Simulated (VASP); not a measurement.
Runs of VASP 6.6.1 on BaTe. The structure is that of space group P6_3/mmc (No. 194), or close to it. The cells are those of the table. 

```csv
task,level,cell,cutoff (eV),gap on the mesh (eV),pressure (GPa)
single point,PBE,"a = 5.970, b = 5.970, c = 7.002 Å, angles 90.0, 90.0, 120.0°, 4 atoms",520,(b),0.3
relaxation of shape and atoms at fixed volume,PBE,"relaxed from a = 5.930, b = 5.930, c = 6.955 Å, angles 90.0, 90.0, 120.0°, 4 atoms",600,1.89,0.7
single point,PBE,"a = 5.854, b = 5.854, c = 6.883 Å, angles 90.0, 90.0, 120.0°, 4 atoms",520,1.82,1.7
single point,RPBE,"a = 5.970, b = 5.970, c = 7.002 Å, angles 90.0, 90.0, 120.0°, 4 atoms",520,2.04,(a)
relaxation of shape and atoms at fixed volume,PBE,"relaxed from a = 5.890, b = 5.890, c = 6.908 Å, angles 90.0, 90.0, 120.0°, 4 atoms",600,1.86,1.3
```

Alike in all rows: potentials or basis VASP PAW PBE potentials, release 64 (Ba_sv, Te); no spin polarisation; k mesh 8 × 8 × 4; smearing gaussian 0.05 eV.

**Question.** Fill in the values left out.

**Answer.** (a) 1.2; (b) 1.92.

Caveats: spin-orbit coupling is left out, which moves the levels of the heavy elements; the PAW data sets were made with another functional, which shifts forces and pressure a little (at least some runs).

A k mesh can miss the band edges, and the runs leave out spin-orbit coupling on Ba, Te.
